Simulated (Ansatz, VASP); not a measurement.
**Two plane-wave programs on SbRh3**

```xyz
4
Lattice="3.7817 0.0000 0.0000 0.0000 3.7817 0.0000 0.0000 0.0000 3.6847" Properties=species:S:1:pos:R:3 pbc="T T T"
Sb    0.0000    0.0000    0.0000
Rh    1.8908    1.8908    0.0000
Rh    1.8908    0.0000    1.8424
Rh    0.0000    1.8908    1.8424
```

Change from the starting cell: strain -0.025 along x and y, -0.050 along z, atoms carried along.

Alike in both runs: task single point; functional LDA; k mesh 12 × 12 × 12; occupations gaussian, width 0.15 eV; no spin polarisation.

|  | VASP | Ansatz |
| --- | --- | --- |
| version | VASP 6.6.1 | Ansatz 0.2.0 |
| potentials or method | VASP PAW LDA potentials, release 64 (Sb, Rh_pv), cutoff 520 eV | scalar-relativistic, plane waves, PAW |
| valence electrons in the cell | 50 | 66 |

```csv
,VASP,Ansatz,Ansatz less VASP
gap on the k mesh at the Fermi level (eV),none,none,-
pressure (GPa),34.5,33.4,-1.06
"traceless stress, the component that is largest in VASP (GPa)",4.14,4.15,+0.010
```

LDA's correlation is that of Perdew and Zunger in VASP and of Perdew and Wang (1992) in Ansatz. A gap of «none» marks a metal or a gap that the smearing closes. Both programs put the cell under a high pressure, so it lies far from rest at this level. VASP's potentials hold 50 valence electrons a cell and Ansatz's 66, so a difference there can come from the potentials and not from the codes.

Neither program's run includes spin-orbit coupling.
